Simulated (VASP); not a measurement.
Here is a VASP 6.6.1 calculation.

Contents of INCAR:

```
SYSTEM = LiF
  ALGO = Normal
  EDIFF = 1E-7
  ENCUT = 520
  GGA = PE
  ISIF = 2
  ISMEAR = 0
  LASPH = .True.
  LCHARG = .True.
  LELF = .True.
  LREAL = .False.
  LVHAR = .True.
  LWAVE = .False.
  NBANDS = 12
  NELM = 100
  PREC = Accurate
  SIGMA = 0.01
```

File KPOINTS:

```
k-points
0
Gamma
  8 8 8
  0 0 0
```

The input POSCAR:

```
LiF
1.0
    0.0000000000      1.9948691885      1.9948691885
    1.9948691885      0.0000000000      1.9948691885
    1.9948691885      1.9948691885      0.0000000000
Li F
1 1
Direct
    0.0000000000      0.0000000000      0.0000000000
    0.5000000000      0.5000000000      0.5000000000
```

Potentials or basis: VASP PAW PBE potentials, release 64 (Li_sv, F).

Run with:

```console
$ cat potpaw_PBE.64/Li_sv/POTCAR potpaw_PBE.64/F/POTCAR > POTCAR
$ mpirun -np 1 vasp_std > vasp.out
```

Problem. Predict the band gap on the k mesh.

Solution. 9.35 eV, direct.

 As with any semilocal functional, this PBE gap is likely too small.
